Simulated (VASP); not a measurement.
BAs: single point with LDA

Crystal: BAs.

```
CELL_PARAMETERS angstrom
0.00000 2.34233 2.37820
2.34233 0.00000 2.37820
2.34233 2.34233 0.00000
ATOMIC_POSITIONS crystal
B 0.00000 0.00000 0.00000
As 0.25000 0.25000 0.25000
```

This cell differs from its parent crystal: strained cell.

```json
{
 "Program": "VASP 6.6.1",
 "Task": "single point",
 "Functional": "LDA",
 "Potentials or basis": "VASP PAW LDA potentials, release 64 (B, As)",
 "Cutoff": "500 eV",
 "k mesh": "8 × 8 × 8",
 "Occupations": "gaussian, width 0.02 eV",
 "Spin": "no spin polarisation",
 "Dipole correction": "no",
 "Further INCAR settings": "ALGO = Normal; EDIFF = 1e-06; NBANDS = 11"
}
```

The pressure is 3.3 GPa and the band gap on the k mesh is 0.98 eV (least direct gap 3.22 eV).

Stress tensor (GPa, compression positive):
```
4.43 0.00 0.00
0.00 4.43 0.00
0.00 0.00 1.08
```

Levels at points of the mesh, in eV from the valence-band top:
```csv
k point,band 1,band 2,band 3,band 4,band 5,band 6,band 7,band 8,band 9
"(0.00, 0.00, 0.00)",-15.83,-0.15,0.00,0.00,3.22,3.22,3.32,5.20,9.53
"(0.50, 0.00, 0.00)",-12.81,-9.13,-2.04,-1.85,2.89,4.70,4.82,8.73,12.74
"(0.50, 0.50, 0.00)",-11.55,-8.81,-4.21,-4.21,1.39,1.43,11.59,11.59,12.88
"(0.50, 0.00, 0.50)",-11.42,-8.68,-4.37,-4.35,1.18,1.25,11.47,11.71,13.03
```

Wall time 16 s on 1 thread of AMD EPYC 7R13, on a shared host, peak memory 0.14 GiB.

Caveat: the cell differs from its parent crystal (strained cell); the cell stands under pressure. A k mesh can miss the band edges.
